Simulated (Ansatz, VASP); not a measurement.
# Sn: VASP beside Ansatz

File INCAR:

```
PREC = Accurate
ENCUT = 520
EDIFF = 1E-8
ISMEAR = -1
SIGMA = 0.03
LREAL = F
LASPH = T
NELM = 100
ALGO = Normal
ISIF = 2
LWAVE = F
LCHARG = F
GGA = PE
LEFG = T
NBANDS = 21
```

Contents of KPOINTS:

```
Automatic mesh
0
Gamma
  9 9 9
```

POSCAR

```
Sn
1.0
   -0.0973680000      3.1969160000      3.1969160000
    3.1969160000     -0.0973680000      3.1969160000
    3.1969160000      3.1969160000     -0.0973680000
Sn
2
Direct
    0.5000000000      0.5000000000      0.5000000000
    0.7500000000      0.7500000000      0.7500000000
```

Input for Ansatz:

```yaml
crystal:
  lattice:
    - [-0.097368, 3.196916, 3.196916]
    - [3.196916, -0.097368, 3.196916]
    - [3.196916, 3.196916, -0.097368]
  atoms:
    - { symbol: Sn, position: [0.5, 0.5, 0.5] }
    - { symbol: Sn, position: [0.75, 0.75, 0.75] }
kpoints:
  mp_grid: { grid: [9, 9, 9] }
scf:
  occupations: { method: fermi_dirac, width: 0.03 }
hamiltonian:
  xc: pbe
  pseudopotentials: { kind: all_electron, datasets: crystal }
output:
  forces: true
  stress: true
  eigenvalues: true
  efg: { contact_densities: true }
```

Change from the starting cell: equal xy, yz and zx shear strains of -3 %, crystal datasets.

Alike in both runs: task electric field gradients; functional PBE; k mesh 9 × 9 × 9; occupations fermi-dirac, width 0.03 eV; no spin polarisation.

```csv
,VASP,Ansatz
version,VASP 6.6.1,Ansatz 0.2.0
potentials or method,"VASP PAW PBE potentials, release 64 (Sn_d), cutoff 520 eV","all-electron PAW with datasets made for the crystal, scalar-relativistic"
```

Ansatz gave:

```
pressure (GPa)                                                : 3.4
traceless stress, the component that is largest in VASP (GPa) : 1.73
rms of the force components (eV/Å)                            : 0.340
size of Vzz on the site where it differs most (V/Å²)          : 44.9
```

**Question.** What did VASP give for the same quantities?

**Answer.** Pressure (GPa): 3.4; traceless stress, the component that is largest in VASP (GPa): 1.73; rms of the force components (eV/Å): 0.339; size of Vzz on the site where it differs most (V/Å²): 46.3.

Atom by atom the forces differ by 0.001 eV/Å (rms over components). Ansatz ran all-electron here, and VASP with PAW potentials.
